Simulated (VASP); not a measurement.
# CsCrN (P4/mmm) in VASP: notebook

The runs below take CsCrN through single point, relaxation of cell and atoms, with PBE.

All numbers are computed with VASP 6.6.1; they aren't measurements. Logs are shortened: lines on timing, memory, paths and dates and some standing lists are left out, and cuts for length are marked.

### Step 1. The cell of the first run

It takes space group P4/mmm (No. 123, tetragonal). The conventional cell has a = 4.091 Å, b = 4.091 Å, c = 7.902 Å, α = 90.00°, β = 90.00°, γ = 90.00°. Cs (site symmetry 4/mmm) has 4 N at 2.89 Å and 2 Cr at 3.95 Å and 4 Cs at 4.09 Å within 4.1 Å. Within 5.2 Å of Cr (site symmetry 4/mmm) lie 2 Cs at 3.95 Å and 4 Cr at 4.09 Å and 8 N at 4.90 Å. Within 3.8 Å of N (site symmetry 4/mmm) lie 4 Cs at 2.89 Å.

The cell was built from a structure type or drawn by symmetry, and may not be a known phase.

### Step 2. Single point, PBE, collinear spin, ferromagnetic start

File INCAR:

```
PREC = Accurate ; ENCUT = 520
EDIFF = 1E-6 ; ISMEAR = 0
SIGMA = 0.1 ; LREAL = False
LASPH = True ; NELM = 150
ALGO = Normal ; ISIF = 2
LWAVE = False ; LCHARG = False
ISPIN = 2 ; MAGMOM = 0 3 0
LORBIT = 11 ; LMAXMIX = 4
GGA = PE ; NBANDS = 24
```

File KPOINTS:

```
Automatic mesh
0
Gamma
  4 4 4
```

File POSCAR:

```
CsCrN
1.0
    4.0911391943      0.0000000000      0.0000000000
    0.0000000000      4.0911391943      0.0000000000
    0.0000000000      0.0000000000      7.9023668399
Cs Cr N
1 1 1
Direct
    0.0000000000      0.0000000000      0.0000000000
    0.0000000000      0.0000000000      0.5000000000
    0.5000000000      0.5000000000      0.0000000000
```

Potentials or basis: VASP PAW PBE potentials, release 64 (Cs_sv, Cr_pv, N).

Command:

```console
$ cat potpaw_PBE.64/Cs_sv/POTCAR potpaw_PBE.64/Cr_pv/POTCAR potpaw_PBE.64/N/POTCAR > POTCAR
$ mpirun -np 1 vasp_std > vasp.out
```

OUTCAR:

```text
PREC = Accurate
   ENCUT = 520
   EDIFF = 1E-6
   ISMEAR = 0
   LREAL = False
   LASPH = True
   NELM = 150
   ISIF = 2
   ISPIN = 2
   LORBIT = 11
   GGA = PE

 ion  position               nearest neighbor table
   1  0.000  0.000  0.000-
   2  0.000  0.000  0.500-
   3  0.500  0.500  0.000-

  LATTYP: Found a simple tetragonal cell.
 ALAT       =     4.0911391943
 C/A-ratio  =     1.9315810254

  Lattice vectors:

 A1 = (   4.0911391943,   0.0000000000,   0.0000000000)
 A2 = (   0.0000000000,   4.0911391943,   0.0000000000)
 A3 = (   0.0000000000,   0.0000000000,   7.9023668399)

Analysis of symmetry for initial positions (statically):
=====================================================================
 Subroutine PRICEL returns:
 Original cell was already a primitive cell.

 Routine SETGRP: Setting up the symmetry group for a
 simple tetragonal supercell.

 Subroutine GETGRP returns: Found 16 space group operations
 (whereof 16 operations were pure point group operations)
 out of a pool of 16 trial point group operations.

The static configuration has the point symmetry D_4h.

Analysis of symmetry for dynamics (positions and initial velocities):
=====================================================================
 Subroutine PRICEL returns:
 Original cell was already a primitive cell.

 Routine SETGRP: Setting up the symmetry group for a
 simple tetragonal supercell.

 Subroutine GETGRP returns: Found 16 space group operations
 (whereof 16 operations were pure point group operations)
 out of a pool of 16 trial point group operations.

The dynamic configuration has the point symmetry D_4h.

Analysis of structural, dynamic, and magnetic symmetry:
=====================================================================
 Subroutine PRICEL returns:
 Original cell was already a primitive cell.

 Routine SETGRP: Setting up the symmetry group for a
 simple tetragonal supercell.

 Subroutine GETGRP returns: Found 16 space group operations
 (whereof 16 operations were pure point group operations)
 out of a pool of 16 trial point group operations.

The overall configuration has the point symmetry D_4h.

 Subroutine INISYM returns: Found 16 space group operations
 (whereof 16 operations are pure point group operations),
 and found     1 'primitive' translations

----------------------------------------------------------------------------------------

                                     Primitive cell

  volume of cell :     132.2652

  direct lattice vectors                    reciprocal lattice vectors
     4.091139194  0.000000000  0.000000000     0.244430696  0.000000000  0.000000000
     0.000000000  4.091139194  0.000000000     0.000000000  0.244430696  0.000000000
     0.000000000  0.000000000  7.902366840     0.000000000  0.000000000  0.126544366

  length of vectors
     4.091139194  4.091139194  7.902366840     0.244430696  0.244430696  0.126544366

  position of ions in fractional coordinates (direct lattice)
     0.000000000  0.000000000  0.000000000
     0.000000000  0.000000000  0.500000000
     0.500000000  0.500000000  0.000000000

  ion indices of the primitive-cell ions
   primitive index   ion index
                 1           1
                 2           2
                 3           3

----------------------------------------------------------------------------------------

 KPOINTS: Automatic mesh

Automatic generation of k-mesh.
 Grid dimensions read from file:
 generate k-points for:    4    4    4

 Generating k-lattice:

  Cartesian coordinates                     Fractional coordinates (reciprocal lattice)
     0.061107674  0.000000000  0.000000000     0.250000000  0.000000000  0.000000000
     0.000000000  0.061107674  0.000000000     0.000000000  0.250000000  0.000000000
     0.000000000  0.000000000  0.031636091     0.000000000  0.000000000  0.250000000

  Length of vectors
     0.061107674  0.061107674  0.031636091

  Shift w.r.t. Gamma in fractional coordinates (k-lattice)
     0.000000000  0.000000000  0.000000000

 Subroutine IBZKPT returns following result:
 ===========================================

 Found     18 irreducible k-points:

 Following reciprocal coordinates:
            Coordinates               Weight
  0.000000  0.000000  0.000000      1.000000
  0.250000  0.000000  0.000000      4.000000
  0.500000  0.000000  0.000000      2.000000
  0.250000  0.250000  0.000000      4.000000
  0.500000  0.250000  0.000000      4.000000
  0.500000  0.500000  0.000000      1.000000
[... 10 lines left out ...]
  0.500000  0.250000  0.500000      4.000000
  0.500000  0.500000  0.500000      1.000000
   k-points           NKPTS =     18   k-points in BZ     NKDIM =     18   number of bands    NBANDS=     24
   number of dos      NEDOS =    301   number of ions     NIONS =      3
   total plane-waves  NPLWV =  54000
   dimension x,y,z NGX =    30 NGY =   30 NGZ =   60
   dimension x,y,z NGXF=    60 NGYF=   60 NGZF=  120
   ions per type =               1   1   1
   NGX,Y,Z   is equivalent  to a cutoff of  12.19, 12.19, 12.62 a.u.
   NGXF,Y,Z  is equivalent  to a cutoff of  24.38, 24.38, 25.24 a.u.
 SYSTEM =  unknown system
   PREC   = accura    normal or accurate (medium, high low for compatibility)
   ISTART =      0    job   : 0-new  1-cont  2-samecut
   ICHARG =      2    charge: 1-file 2-atom 10-const
   ISPIN  =      2    spin polarized calculation?
   LNONCOLLINEAR =      F non collinear calculations
   LSORBIT =      F    spin-orbit coupling
   LASPH  =      T    aspherical Exc in radial PAW
   ENCUT  =  520.0 eV  38.22 Ry    6.18 a.u.   7.61  7.61 14.69*2*pi/ulx,y,z
   NELM   =    150;   NELMIN=  2; NELMDL= -5     # of ELM steps
   EDIFF  = 0.1E-05   stopping-criterion for ELM
   LREAL  =      F    real-space projection
   EDIFFG = 0.1E-04   stopping-criterion for IOM
   NSW    =      0    number of steps for IOM
   IBRION =     -1    ionic relax: 0-MD 1-quasi-New 2-CG
   NFREE  =      0    steps in history (QN), initial steepest desc. (CG)
   ISIF   =      2    stress and relaxation
   ISYM   =      2    0-nonsym 1-usesym 2-fastsym
   POTIM  = 0.5000    time-step for ionic-motion
   TEBEG  =    0.0;   TEEND  =   0.0 temperature during run
   PSTRESS=    0.0 pullay stress
   NELECT =      26.0000    total number of electrons
   NUPDOWN=      -1.0000    fix difference up-down
   EMIN   =  10.00;   EMAX   =-10.00  energy-range for DOS
   EFERMI =   0.00;   METHOD = LEGACY
   ISMEAR =     0;   SIGMA  =   0.10  broadening in eV -4-tet -1-fermi 0-gaus
   EFERMI_NEDOS =   21; number of points for ismear=-14 and -15
   IALGO  =     38    algorithm
   IMIX   =      4    mixing-type and parameters
     AMIX     =   0.40;   BMIX     =  1.00
     AMIX_MAG =   1.60;   BMIX_MAG =  1.00
  volume/ion in A,a.u.               =      44.09       297.52
  Fermi-wavevector in a.u.,A,eV,Ry     =   0.951884  1.798800 12.328011  0.906083
  Thomas-Fermi vector in A             =   2.080396
   LORBIT       =     11    0 simple, 1 ext, 2 COOP (PROOUT), +10 PAW based schemes
   GGA     = PE    functional components
   LHFCALC =     F    Hartree Fock is set to
   AEXX    =    0.0000 exact exchange contribution
   IVDW    =     0    specifies the selected vdW correction
   LEPSILON=     F    determine dielectric tensor
   LRPA    =     F    only Hartree local field effects (RPA)
 spin polarized calculation
 Gauss-broadening in eV      SIGMA  =   0.10
  energy-cutoff  :      520.00
  volume of cell :      132.27
 maximum number of plane-waves:      3577
   NGX = 15   NGY = 15   NGZ = 29

 number of electron      25.9999994 magnetization       5.2611079

 Free energy of the ion-electron system (eV)
  ---------------------------------------------------
  ext. energy  EPLUGINS =         0.00000000
  ---------------------------------------------------
  free energy    TOTEN  =       -11.33610824 eV

  energy without entropy =      -11.31050608  energy(sigma->0) =      -11.32330716

 E-fermi :  -0.1222     XC(G=0):  -6.7717

 val. band max:       -0.1622300268   @ k =   0.5000   0.0000   0.2500
 cond. band min:      -0.1166188068   @ k =   0.2500   0.2500   0.0000
 fundamental gap:      0.0456112200
 Fermi energy:        -0.1221557677

 spin component 1

 k-point     1 :       0.0000    0.0000    0.0000
  band No.  band energies     occupation
      1     -43.5309      1.00000
      2     -43.5309      1.00000
      3     -43.4823      1.00000
      4     -21.0313      1.00000
      5     -11.8726      1.00000
      6      -8.1687      1.00000
[... 16 lines left out ...]
     23       6.5813      0.00000
     24       6.9257      0.00000

 k-point     2 :       0.2500    0.0000    0.0000
  band No.  band energies     occupation
      1     -43.5318      1.00000
      2     -43.5308      1.00000
      3     -43.4823      1.00000
      4     -20.9776      1.00000
      5     -12.1370      1.00000
      6      -8.0868      1.00000
[... 16 lines left out ...]
     23       6.7698      0.00000
     24       6.9257      0.00000

 k-point     3 :       0.5000    0.0000    0.0000
  band No.  band energies     occupation
      1     -43.5326      1.00000
      2     -43.5308      1.00000
      3     -43.4822      1.00000
      4     -20.9223      1.00000
      5     -12.3901      1.00000
      6      -8.0008      1.00000
[... 16 lines left out ...]
     23       7.2266      0.00000
     24       7.6042      0.00000
[... 352 lines left out ...]
 k-point    17 :       0.5000    0.2500    0.5000
  band No.  band energies     occupation
      1     -43.5326      1.00000
      2     -43.5316      1.00000
      3     -43.4822      1.00000
      4     -20.8813      1.00000
      5     -12.2099      1.00000
      6      -7.9555      1.00000
[... 16 lines left out ...]
     23       6.4097      0.00000
     24       6.9256      0.00000

 k-point    18 :       0.5000    0.5000    0.5000
  band No.  band energies     occupation
      1     -43.5325      1.00000
      2     -43.5325      1.00000
      3     -43.4821      1.00000
      4     -20.8395      1.00000
      5     -11.9956      1.00000
      6      -8.3689      1.00000
[... 16 lines left out ...]
     23       5.3174      0.00000
     24       6.9256      0.00000
 Fermi energy:        -0.1221557677

 spin component 2

 k-point     1 :       0.0000    0.0000    0.0000
  band No.  band energies     occupation
      1     -39.3046      1.00000
      2     -39.3046      1.00000
      3     -39.2202      1.00000
      4     -21.0655      1.00000
      5     -11.6164      1.00000
      6      -8.1539      1.00000
[... 16 lines left out ...]
     23       7.2058      0.00000
     24       7.5642      0.00000

 k-point     2 :       0.2500    0.0000    0.0000
  band No.  band energies     occupation
      1     -39.3058      1.00000
      2     -39.3045      1.00000
      3     -39.2201      1.00000
      4     -21.0117      1.00000
      5     -11.9150      1.00000
      6      -8.0787      1.00000
[... 16 lines left out ...]
     23       7.4843      0.00000
     24       7.8786      0.00000

 k-point     3 :       0.5000    0.0000    0.0000
  band No.  band energies     occupation
      1     -39.3069      1.00000
      2     -39.3044      1.00000
      3     -39.2200      1.00000
      4     -20.9563      1.00000
      5     -12.1952      1.00000
      6      -8.0003      1.00000
[... 16 lines left out ...]
     23       7.8482      0.00000
     24       7.9180      0.00000
[... 352 lines left out ...]
 k-point    17 :       0.5000    0.2500    0.5000
  band No.  band energies     occupation
      1     -39.3068      1.00000
      2     -39.3056      1.00000
      3     -39.2199      1.00000
      4     -20.9147      1.00000
      5     -11.9927      1.00000
      6      -7.9500      1.00000
[... 16 lines left out ...]
     23       7.2288      0.00000
     24       7.6742      0.00000

 k-point    18 :       0.5000    0.5000    0.5000
  band No.  band energies     occupation
      1     -39.3068      1.00000
      2     -39.3068      1.00000
      3     -39.2199      1.00000
      4     -20.8723      1.00000
      5     -11.7437      1.00000
      6      -8.4480      1.00000
[... 16 lines left out ...]
     23       6.3499      0.00000
     24       6.7829      0.00000

------------------------ aborting loop because EDIFF is reached ----------------------------------------

  FORCE on cell =-STRESS in cart. coord.  units (eV):
  Direction    XX          YY          ZZ          XY          YZ          ZX
  --------------------------------------------------------------------------------------
  -------------------------------------------------------------------------------------
  Total       -0.9918347     -0.9918347      0.1553803      0.0000000      0.0000000     -0.0000000
  in kB      -12.0144578    -12.0144578      1.8821789      0.0000000      0.0000000     -0.0000000
  external PRESSURE =      -7.3822455 kB  Pullay stress =       0.0000000 kB

 VOLUME and BASIS-vectors are now :
 -----------------------------------------------------------------------------
  energy-cutoff  :      520.00
  volume of cell :      132.27
      direct lattice vectors                 reciprocal lattice vectors
     4.091139194  0.000000000  0.000000000     0.244430696  0.000000000  0.000000000
     0.000000000  4.091139194  0.000000000     0.000000000  0.244430696  0.000000000
     0.000000000  0.000000000  7.902366840     0.000000000  0.000000000  0.126544366

 POSITION                                       TOTAL-FORCE (eV/Angst)
 -----------------------------------------------------------------------------------
      0.00000      0.00000      0.00000         0.000000      0.000000      0.000000
      0.00000      0.00000      3.95118         0.000000      0.000000      0.000000
      2.04557      2.04557      0.00000         0.000000      0.000000      0.000000
 -----------------------------------------------------------------------------------
    total drift:                               -0.000000      0.000000      0.000000

  FREE ENERGIE OF THE ION-ELECTRON SYSTEM (eV)
  ---------------------------------------------------
  free  energy   TOTEN  =       -11.3361082372 eV

  energy  without entropy=      -11.3105060803  energy(sigma->0) =      -11.32330716

 total charge

# of ion       s       p       d       tot
------------------------------------------
    1        1.843   4.639   0.083   6.565
    2        0.237   5.989   4.230  10.456
    3        1.331   2.070   0.000   3.401
--------------------------------------------------
tot          3.412  12.697   4.313  20.422

 magnetization (x)

# of ion       s       p       d       tot
------------------------------------------
    1       -0.002  -0.039  -0.001  -0.042
    2        0.102   0.007   4.223   4.331
    3        0.001   0.075   0.000   0.076
--------------------------------------------------
tot          0.100   0.043   4.222   4.365
```

It took 2.3 min on 1 thread of AMD EPYC 9R45 (Zen 5), shared host; peak memory 0.29 GiB.

What came out:

- Free energy: -11.3361 eV
- Pressure: -0.7 GPa
- Net moment: 5.26 μB per cell
- Site moments: Cs -0.04; Cr +4.33; N +0.08 μB
- Valence electrons inside the program's atomic spheres: Cs 6.57; Cr 10.46; N 3.40

Caveat: the k points lie up to 0.38 Å⁻¹ apart; spin-orbit coupling is left out, which moves the levels of the heavy elements; a cell with one magnetic atom can't hold antiferromagnetic order, which such compounds often take.

### Step 3. Relaxation of cell and atoms, PBE, collinear spin, ferromagnetic start

This run uses another cell than the first one, of 28.28 Å³/atom.

File INCAR:

```
SYSTEM = CsCrN
  ALGO = Normal
  EDIFF = 1E-6
  EDIFFG = -0.04
  ENCUT = 600
  GGA = PE
  IBRION = 2
  ISIF = 3
  ISMEAR = 0
  ISPIN = 2
  LASPH = .TRUE.
  LCHARG = .FALSE.
  LMAXMIX = 4
  LORBIT = 11
  LREAL = .FALSE.
  LWAVE = .FALSE.
  MAGMOM = 0 3 0
  NELM = 150
  NSW = 90
  PREC = Accurate
  SIGMA = 0.1
```

File KPOINTS:

```
k-points
0
G
  4 4 4
  0 0 0
```

File POSCAR:

```
CsCrN
1.0
    3.8542454800      0.0000000000      0.0000000000
    0.0000000000      3.8542454800      0.0000000000
    0.0000000000      0.0000000000      5.7104345000
Cs Cr N
1 1 1
Direct
    0.0000000000      0.0000000000      0.0000000000
    0.0000000000      0.0000000000      0.5000000000
    0.5000000000      0.5000000000      0.0000000000
```

Potentials or basis: VASP PAW PBE potentials, release 64 (Cs_sv, Cr_pv, N).

Command:

```console
$ cat potpaw_PBE.64/Cs_sv/POTCAR potpaw_PBE.64/Cr_pv/POTCAR potpaw_PBE.64/N/POTCAR > POTCAR
$ mpirun -np 1 vasp_std > vasp.out
```

It took 34 min on 1 thread of AMD EPYC 9R45 (Zen 5), shared host; peak memory 0.28 GiB.

It converged, with:

```yaml
Free_energy: -11.8075 eV
Relaxed_volume: 40.12 Å³/atom
Relaxed_cell: a = 4.076 Å, b = 4.076 Å, c = 7.243 Å, α = 90.00°, β = 90.00°, γ = 90.00°
Space_group_after_relaxing_to_0.1_Å: P4/mmm (No. 123)
Pressure_after_relaxing: 0.1 GPa
Net_moment: 3.10 μB per cell
Site_moments: Cs -0.07; Cr +4.33; N -1.30 μB
Valence_electrons_inside_the_program's_atomic_spheres: Cs 6.58; Cr 10.46; N 3.40
```

Stress tensor (GPa, compression positive):
```
0.04 0.00 0.00
0.00 0.04 0.00
0.00 0.00 0.12
```

Final structure:
```yaml
crystal:
  lattice:
    - [4.07649, 0.00000, 0.00000]
    - [0.00000, 4.07649, 0.00000]
    - [0.00000, 0.00000, 7.24285]
  atoms:
    - { symbol: Cs, position: [0.00000, 0.00000, 0.00000] }
    - { symbol: Cr, position: [0.00000, 0.00000, 0.50000] }
    - { symbol: N, position: [0.50000, 0.50000, 0.00000] }
```

Levels at points of the mesh, in eV from the Fermi level:
Spin up:
```csv
k point,band 12,band 13,band 14,band 15,band 16,band 17
"(0.00, 0.00, 0.00)",-0.76,-0.76,-0.61,0.26,0.81,0.81
"(0.50, 0.00, 0.00)",-0.76,-0.73,-0.69,-0.43,-0.06,0.13
"(0.50, 0.50, 0.00)",-0.99,-0.42,0.48,0.97,1.09,1.09
"(0.00, 0.00, 0.50)",-0.74,-0.74,-0.61,0.64,0.79,0.81
"(0.50, 0.00, 0.50)",-0.76,-0.75,-0.72,-0.56,-0.44,0.08
"(0.50, 0.50, 0.50)",-0.74,-0.42,0.51,1.11,1.11,1.44
```
Spin down:
| k point | band 8 | band 9 | band 10 | band 11 | band 12 | band 13 | band 14 | band 15 |
| --- | --- | --- | --- | --- | --- | --- | --- | --- |
| (0.00, 0.00, 0.00) | -8.05 | -2.33 | -1.54 | -1.54 | -1.38 | 2.22 | 2.27 | 2.98 |
| (0.50, 0.00, 0.00) | -7.72 | -2.72 | -2.62 | -2.60 | 0.34 | 1.51 | 2.25 | 2.43 |
| (0.50, 0.50, 0.00) | -8.29 | -2.38 | -1.17 | -1.17 | 1.88 | 2.01 | 2.25 | 2.25 |
| (0.00, 0.00, 0.50) | -8.05 | -2.40 | -1.54 | -1.54 | -0.78 | 1.57 | 2.26 | 2.83 |
| (0.50, 0.00, 0.50) | -7.72 | -2.71 | -2.64 | -2.60 | 0.82 | 1.57 | 2.36 | 2.87 |
| (0.50, 0.50, 0.50) | -8.31 | -2.40 | -1.17 | -1.17 | 2.09 | 2.50 | 2.50 | 2.62 |

Caveat: the k points lie up to 0.39 Å⁻¹ apart in the final cell; the volume moved by over 15 % at a fixed basis, so the end points are rough; spin-orbit coupling is left out, which moves the levels of the heavy elements; a cell with one magnetic atom can't hold antiferromagnetic order, which such compounds often take.
